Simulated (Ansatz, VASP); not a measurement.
**Mg: VASP beside Ansatz**

File INCAR:

```
SYSTEM = Mg
ALGO     = Normal         ! electronic algorithm
EDIFF    = 1E-6           ! SCF threshold, eV
ENCUT    = 520            ! plane-wave cutoff, eV
ISIF     = 2              ! what is computed and relaxed
ISMEAR   = -1             ! smearing method
LASPH    = .TRUE.         ! aspherical terms in the spheres
LCHARG   = .FALSE.        ! write CHGCAR
LREAL    = .FALSE.        ! projectors in reciprocal space
LWAVE    = .FALSE.        ! write WAVECAR
NBANDS   = 9              ! bands
NELM     = 100            ! most SCF steps
PREC     = Accurate       ! precision mode
SIGMA    = 0.05           ! smearing width, eV
```

Contents of KPOINTS:

```
k-points
0
G
  15 15 9
  0 0 0
```

The input POSCAR:

```
Mg
1.0
    2.4919662645      0.0000000000      0.0000000000
   -1.2459831323      2.1581060904      0.0000000000
    0.0000000000      0.0000000000      4.0171986087
Mg
2
Direct
    0.3333333333      0.6666666667      0.2500000000
    0.6666666667      0.3333333333      0.7500000000
```

Input for Ansatz:

```yaml
crystal:
  lattice:
    - [2.4919662645, 0.0, 0.0]
    - [-1.2459831323, 2.1581060904, 0.0]
    - [0.0, 0.0, 4.0171986087]
  atoms:
    - { symbol: Mg, position: [0.3333333333, 0.6666666667, 0.25] }
    - { symbol: Mg, position: [0.6666666667, 0.3333333333, 0.75] }
kpoints:
  mp_grid: { grid: [15, 15, 9] }
scf:
  occupations: { method: fermi_dirac, width: 0.05 }
hamiltonian:
  xc: lda
  pseudopotentials: { kind: paw }
output:
  forces: true
  stress: true
  eigenvalues: true
  populations: true
  write_density: true
  write_potential: true
  elf: true
  volumetric_format: npy
```

Change from the starting cell: volume scaled by 0.5, PAW files.

Alike in both runs: task single point; functional LDA; k mesh 15 × 15 × 9; occupations fermi-dirac, width 0.05 eV; no spin polarisation.

```csv
,VASP,Ansatz
version,VASP 6.6.1,Ansatz 0.2.0
potentials or method,"VASP PAW LDA potentials, release 64 (Mg)","PAW with Ansatz's default frozen-core files, scalar-relativistic"
plane-wave cutoff (eV),520,420
valence electrons in the cell,4,20
```

```csv
,VASP,Ansatz,Ansatz less VASP
pressure (GPa),108.4,106.4,-2.03
"traceless stress, the component that is largest in VASP (GPa)",0.07,0.01,-0.063
```

LDA's correlation is that of Perdew and Zunger in VASP and of Perdew and Wang (1992) in Ansatz. Both programs put the cell under a high pressure, so it lies far from rest at this level. VASP's potentials hold 4 valence electrons a cell and Ansatz's 20, so a difference there can come from the potentials and not from the codes.

Noted on VASP's run: the cell as given lies far from equilibrium.
